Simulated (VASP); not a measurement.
A run of VASP 6.6.1 is set up as follows.

The input INCAR:

```
SYSTEM = GaReSi
PREC     = Accurate       ! precision mode
ENCUT    = 600            ! plane-wave cutoff, eV
EDIFF    = 1E-7           ! SCF threshold, eV
ISMEAR   = -1             ! smearing method
SIGMA    = 0.1            ! smearing width, eV
LREAL    = .FALSE.        ! projectors in reciprocal space
LASPH    = .TRUE.         ! aspherical terms in the spheres
NELM     = 100            ! most SCF steps
ALGO     = Normal         ! electronic algorithm
ISIF     = 3              ! what is computed and relaxed
LWAVE    = .FALSE.        ! write WAVECAR
LCHARG   = .FALSE.        ! write CHGCAR
GGA      = PE             ! functional
IBRION   = 2              ! ionic algorithm
NSW      = 60             ! ionic steps
EDIFFG   = -0.01          ! ionic threshold
```

The input KPOINTS:

```
Automatic mesh
0
G
  6 6 3
  0 0 0
```

The input POSCAR:

```
GaReSi
1.0
    3.2105820000      0.0000000000      0.0000000000
    0.0000000000      3.2105820000      0.0000000000
    0.0000000000      0.0000000000      8.0953050000
Re Ga Si
2 2 2
Direct
    0.7500000000      0.7500000000      0.7306300000
    0.2500000000      0.2500000000      0.2693700000
    0.2500000000      0.2500000000      0.9146000000
    0.7500000000      0.7500000000      0.0854000000
    0.7500000000      0.7500000000      0.4152000000
    0.2500000000      0.2500000000      0.5848000000
```

Potentials or basis: VASP PAW PBE potentials, release 64 (Re, Ga_d, Si).

Command:

```console
$ cat potpaw_PBE.64/Re/POTCAR potpaw_PBE.64/Ga_d/POTCAR potpaw_PBE.64/Si/POTCAR > POTCAR
$ mpirun -np 1 vasp_std > vasp.out
```

Problem. Estimate the relaxed cell.

Solution. a = 3.211 Å, b = 3.211 Å, c = 8.123 Å, α = 90.00°, β = 90.00°, γ = 90.00°.

Problem. What does it give for the space group after relaxing (to 0.05 Å)?

Solution. P4/nmm (No. 129).

Step by step:
```
step  energy change (eV)  largest force (eV/Å)  pressure (GPa)  volume (Å³)
   1              0.0000                0.2480            0.43        83.45
   2             -0.0034                0.0634           -0.45        83.90
   3             -0.0034                0.0609           -0.40        83.88
   4             -0.0040                0.0581            0.46        83.59
   5             -0.0041                0.0503            0.21        83.66
   6             -0.0046                0.0286            0.00        83.75
   7             -0.0046                0.0277            0.01        83.75
   8             -0.0047                0.0020           -0.03        83.76
```

 PBE usually gives volumes a little too large and moduli too small.
